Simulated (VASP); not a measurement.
# SiC (Imm2) in VASP: single point with LDA

Aim: the single point of SiC with LDA.

Program: VASP 6.6.1. These are calculated values, not measurements. Logs are shortened: lines on timing, memory, paths and dates and some standing lists are left out, and cuts for length are marked.

## 1. The cell of the first run

Symmetry: Imm2, No. 44, orthorhombic system. Conventional cell: a = 2.984 Å, b = 2.984 Å, c = 4.221 Å, α = 90.00°, β = 90.00°, γ = 90.00°. Within 2.4 Å of Si (site symmetry mm2) lie 4 C at 1.82 to 1.84 Å. Within 2.4 Å of C (site symmetry mm2) lie 4 Si at 1.82 to 1.84 Å.

## 2. Single point, LDA

File INCAR:

```
PREC = Accurate ; ENCUT = 520
EDIFF = 1E-6 ; ISMEAR = 0
SIGMA = 0.05 ; LREAL = F
LASPH = T ; NELM = 60
ALGO = Normal ; ISIF = 2
LWAVE = F ; LCHARG = F
GGA = CA ; NBANDS = 11
```

File KPOINTS:

```
regular mesh
0
Gamma
  12 12 12
```

File POSCAR:

```
SiC
1.0
    0.0000000000      2.1103002736      2.1103002736
    2.1103002736      0.0000000000      2.1103002736
    2.1103002736      2.1103002736      0.0000000000
Si C
1 1
Direct
    0.0011855404     -0.0011855404      0.0011855404
    0.7472278827      0.7527721173      0.7472278827
```

Potentials or basis: VASP PAW LDA potentials, release 64 (Si, C).

The run is started by

```sh
$ cat potpaw_LDA.64/Si/POTCAR potpaw_LDA.64/C/POTCAR > POTCAR
$ mpirun -np 1 vasp_std > vasp.out
```

OUTCAR:

```text
PREC = Accurate
   ENCUT = 520
   EDIFF = 1E-6
   ISMEAR = 0
   LREAL = F
   LASPH = T
   NELM = 60
   ISIF = 2
   GGA = CA

 ion  position               nearest neighbor table
   1  0.001  0.999  0.001-   2 1.82   2 1.82   2 1.84   2 1.84
   2  0.747  0.753  0.747-   1 1.82   1 1.82   1 1.84   1 1.84

  LATTYP: Found a face centered cubic cell.
 ALAT       =     4.2206005472

  Lattice vectors:

 A1 = (   0.0000000000,   2.1103002736,   2.1103002736)
 A2 = (   2.1103002736,   0.0000000000,   2.1103002736)
 A3 = (   2.1103002736,   2.1103002736,   0.0000000000)

Analysis of symmetry for initial positions (statically):
=====================================================================
 Subroutine PRICEL returns:
 Original cell was already a primitive cell.

 Routine SETGRP: Setting up the symmetry group for a
 face centered cubic supercell.

 Subroutine GETGRP returns: Found  4 space group operations
 (whereof  4 operations were pure point group operations)
 out of a pool of 48 trial point group operations.

The static configuration has the point symmetry C_2v.

Analysis of symmetry for dynamics (positions and initial velocities):
=====================================================================
 Subroutine PRICEL returns:
 Original cell was already a primitive cell.

 Routine SETGRP: Setting up the symmetry group for a
 face centered cubic supercell.

 Subroutine GETGRP returns: Found  4 space group operations
 (whereof  4 operations were pure point group operations)
 out of a pool of 48 trial point group operations.

The dynamic configuration has the point symmetry C_2v.

 Subroutine INISYM returns: Found  4 space group operations
 (whereof  4 operations are pure point group operations),
 and found     1 'primitive' translations

----------------------------------------------------------------------------------------

                                     Primitive cell

  volume of cell :      18.7959

  direct lattice vectors                    reciprocal lattice vectors
     0.000000000  2.110300274  2.110300274    -0.236933107  0.236933107  0.236933107
     2.110300274  0.000000000  2.110300274     0.236933107 -0.236933107  0.236933107
     2.110300274  2.110300274  0.000000000     0.236933107  0.236933107 -0.236933107

  length of vectors
     2.984415268  2.984415268  2.984415268     0.410380179  0.410380179  0.410380179

  position of ions in fractional coordinates (direct lattice)
     0.001185540  0.998814460  0.001185540
     0.747227883  0.752772117  0.747227883

  ion indices of the primitive-cell ions
   primitive index   ion index
                 1           1
                 2           2

----------------------------------------------------------------------------------------

 KPOINTS: regular mesh

Automatic generation of k-mesh.
 Grid dimensions read from file:
 generate k-points for:   12   12   12

 Generating k-lattice:

  Cartesian coordinates                     Fractional coordinates (reciprocal lattice)
    -0.019744426  0.019744426  0.019744426     0.083333333  0.000000000  0.000000000
     0.019744426 -0.019744426  0.019744426     0.000000000  0.083333333  0.000000000
     0.019744426  0.019744426 -0.019744426     0.000000000  0.000000000  0.083333333

  Length of vectors
     0.034198348  0.034198348  0.034198348

  Shift w.r.t. Gamma in fractional coordinates (k-lattice)
     0.000000000  0.000000000  0.000000000

 Subroutine IBZKPT returns following result:
 ===========================================

 Found    280 irreducible k-points:

 Following reciprocal coordinates:
            Coordinates               Weight
  0.000000  0.000000  0.000000      1.000000
  0.083333  0.000000  0.000000      4.000000
  0.000000  0.083333  0.000000      4.000000
  0.166667  0.000000  0.000000      4.000000
  0.000000  0.166667  0.000000      4.000000
  0.250000  0.000000  0.000000      4.000000
[... 16 lines left out ...]
  0.250000  0.166667  0.250000      4.000000
  0.333333  0.083333  0.000000      8.000000
 [... further k-points ...]
   k-points           NKPTS =    280   k-points in BZ     NKDIM =    280   number of bands    NBANDS=     11
   number of dos      NEDOS =    301   number of ions     NIONS =      2
   total plane-waves  NPLWV =  13824
   dimension x,y,z NGX =    24 NGY =   24 NGZ =   24
   dimension x,y,z NGXF=    48 NGYF=   48 NGZF=   48
   ions per type =               1   1
   NGX,Y,Z   is equivalent  to a cutoff of  13.37, 13.37, 13.37 a.u.
   NGXF,Y,Z  is equivalent  to a cutoff of  26.74, 26.74, 26.74 a.u.
 SYSTEM =  unknown system
   PREC   = accura    normal or accurate (medium, high low for compatibility)
   ISTART =      0    job   : 0-new  1-cont  2-samecut
   ICHARG =      2    charge: 1-file 2-atom 10-const
   ISPIN  =      1    spin polarized calculation?
   LNONCOLLINEAR =      F non collinear calculations
   LSORBIT =      F    spin-orbit coupling
   LASPH  =      T    aspherical Exc in radial PAW
   ENCUT  =  520.0 eV  38.22 Ry    6.18 a.u.   5.55  5.55  5.55*2*pi/ulx,y,z
   NELM   =     60;   NELMIN=  2; NELMDL= -5     # of ELM steps
   EDIFF  = 0.1E-05   stopping-criterion for ELM
   LREAL  =      F    real-space projection
   EDIFFG = 0.1E-04   stopping-criterion for IOM
   NSW    =      0    number of steps for IOM
   IBRION =     -1    ionic relax: 0-MD 1-quasi-New 2-CG
   NFREE  =      0    steps in history (QN), initial steepest desc. (CG)
   ISIF   =      2    stress and relaxation
   ISYM   =      2    0-nonsym 1-usesym 2-fastsym
   POTIM  = 0.5000    time-step for ionic-motion
   TEBEG  =    0.0;   TEEND  =   0.0 temperature during run
   PSTRESS=    0.0 pullay stress
   NELECT =       8.0000    total number of electrons
   NUPDOWN=      -1.0000    fix difference up-down
   EMIN   =  10.00;   EMAX   =-10.00  energy-range for DOS
   EFERMI =   0.00;   METHOD = LEGACY
   ISMEAR =     0;   SIGMA  =   0.05  broadening in eV -4-tet -1-fermi 0-gaus
   EFERMI_NEDOS =   21; number of points for ismear=-14 and -15
   IALGO  =     38    algorithm
   IMIX   =      4    mixing-type and parameters
     AMIX     =   0.40;   BMIX     =  1.00
     AMIX_MAG =   1.60;   BMIX_MAG =  1.00
  volume/ion in A,a.u.               =       9.40        63.42
  Fermi-wavevector in a.u.,A,eV,Ry     =   1.231451  2.327106 20.632858  1.516472
  Thomas-Fermi vector in A             =   2.366260
   LORBIT       =      0    0 simple, 1 ext, 2 COOP (PROOUT), +10 PAW based schemes
   GGA     = CA    functional components
   LHFCALC =     F    Hartree Fock is set to
   AEXX    =    0.0000 exact exchange contribution
   IVDW    =     0    specifies the selected vdW correction
   LEPSILON=     F    determine dielectric tensor
   LRPA    =     F    only Hartree local field effects (RPA)
 non-spin polarized calculation
 Gauss-broadening in eV      SIGMA  =   0.05
  energy-cutoff  :      520.00
  volume of cell :       18.80
 maximum number of plane-waves:       532
 NGX is ok and might be reduce to    24
   NGX = 11   NGY = 11   NGZ = 11

 number of electron       7.9999999 magnetization

 Free energy of the ion-electron system (eV)
  ---------------------------------------------------
  ext. energy  EPLUGINS =         0.00000000
  ---------------------------------------------------
  free energy    TOTEN  =       -16.54662649 eV

  energy without entropy =      -16.54662649  energy(sigma->0) =      -16.54662649

 E-fermi :   9.4931     XC(G=0): -11.9708

 val. band max:        9.2714835785   @ k =   0.0000   0.0000   0.0000
 cond. band min:      10.4077548199   @ k =   0.5000   0.5000   0.0000
 fundamental gap:      1.1362712415
 Fermi energy:         9.4931094811

 k-point     1 :       0.0000    0.0000    0.0000
  band No.  band energies     occupation
      1      -6.8947      2.00000
      2       9.1097      2.00000
      3       9.1921      2.00000
      4       9.2715      2.00000
      5      16.6266      0.00000
      6      17.0475      0.00000
      7      17.0760      0.00000
      8      17.1061      0.00000
      9      24.2237      0.00000
     10      24.2240      0.00000
     11      26.8959      0.00000

 k-point     2 :       0.0833    0.0000    0.0000
  band No.  band energies     occupation
      1      -6.7478      2.00000
      2       8.4153      2.00000
      3       9.0696      2.00000
      4       9.1732      2.00000
      5      16.6536      0.00000
      6      17.2333      0.00000
      7      17.2732      0.00000
      8      17.4330      0.00000
      9      23.3864      0.00000
     10      23.3961      0.00000
     11      26.3043      0.00000

 k-point     3 :       0.0000    0.0833    0.0000
  band No.  band energies     occupation
      1      -6.7479      2.00000
      2       8.5074      2.00000
      3       9.0145      2.00000
      4       9.1249      2.00000
      5      16.6681      0.00000
      6      17.2376      0.00000
      7      17.2914      0.00000
      8      17.3978      0.00000
      9      23.4121      0.00000
     10      23.4194      0.00000
     11      26.2419      0.00000

 k-point     4 :       0.1667    0.0000    0.0000
  band No.  band energies     occupation
      1      -6.3107      2.00000
      2       6.7356      2.00000
      3       8.8267      2.00000
      4       8.9304      2.00000
      5      16.3517      0.00000
      6      17.5725      0.00000
      7      17.6459      0.00000
      8      18.4241      0.00000
      9      22.5243      0.00000
     10      22.5361      0.00000
     11      25.4997      0.00000
[... 239 lines left out ...]
 k-point    22 :       0.0833    0.0000    0.2500
  band No.  band energies     occupation
      1      -5.7364      2.00000
      2       5.4461      2.00000
      3       8.2121      2.00000
      4       8.4935      2.00000
      5      15.8783      0.00000
      6      17.5840      0.00000
      7      18.3510      0.00000
      8      18.5828      0.00000
      9      21.6018      0.00000
     10      23.9815      0.00000
     11      26.0710      0.00000

 k-point    23 :       0.2500    0.1667    0.2500
  band No.  band energies     occupation
      1      -5.7374      2.00000
      2       5.4922      2.00000
      3       8.0822      2.00000
      4       8.5648      2.00000
      5      15.8717      0.00000
      6      17.5056      0.00000
      7      18.3924      0.00000
      8      18.6222      0.00000
      9      21.6343      0.00000
     10      24.0072      0.00000
     11      26.0114      0.00000

 k-point    24 :       0.3333    0.0833    0.0000
  band No.  band energies     occupation
      1      -4.8566      2.00000
      2       3.4424      2.00000
      3       7.9118      2.00000
      4       8.2342      2.00000
      5      15.5903      0.00000
      6      17.1586      0.00000
      7      18.1195      0.00000
      8      19.3859      0.00000
      9      22.5327      0.00000
     10      24.9388      0.00000
     11      26.0203      0.00000

 [... further k-points ...]
[... 5 lines left out ...]
  --------------------------------------------------------------------------------------
  -------------------------------------------------------------------------------------
  Total        2.4323495      2.4229400      2.4323495      0.0000000      0.0000000     -0.2211046
  in kB      207.3355593    206.5334903    207.3355593      0.0000000      0.0000000    -18.8471421
  external PRESSURE =     207.0682029 kB  Pullay stress =       0.0000000 kB

 VOLUME and BASIS-vectors are now :
 -----------------------------------------------------------------------------
  energy-cutoff  :      520.00
  volume of cell :       18.80
      direct lattice vectors                 reciprocal lattice vectors
     0.000000000  2.110300274  2.110300274    -0.236933107  0.236933107  0.236933107
     2.110300274  0.000000000  2.110300274     0.236933107 -0.236933107  0.236933107
     2.110300274  2.110300274  0.000000000     0.236933107  0.236933107 -0.236933107

 POSITION                                       TOTAL-FORCE (eV/Angst)
 -----------------------------------------------------------------------------------
      2.11030      0.00500      2.11030         0.000000     -0.390166      0.000000
      3.16545      3.15375      3.16545         0.000000      0.390166      0.000000
 -----------------------------------------------------------------------------------
    total drift:                               -0.000000     -0.000224     -0.000000

  FREE ENERGIE OF THE ION-ELECTRON SYSTEM (eV)
  ---------------------------------------------------
  free  energy   TOTEN  =       -16.5466264865 eV

  energy  without entropy=      -16.5466264865  energy(sigma->0) =      -16.54662649
```

It took 13 s on 1 thread of Intel Xeon 6975P-C (Granite Rapids), shared host; peak memory 0.16 GiB.

What came out:

```yaml
Free_energy: -16.5466 eV
Pressure: 20.7 GPa
Largest_force: 0.390 eV/Å
Band_gap_on_the_k_mesh: 1.14 eV, indirect (least direct gap 4.55 eV)
```

Forces on the atoms (eV/Å):
```
Si   0.000 -0.390  0.000
C    0.000  0.390  0.000
```

A k mesh can miss the band edges. A hybrid or GW would open this gap; LDA tends to underestimate it.
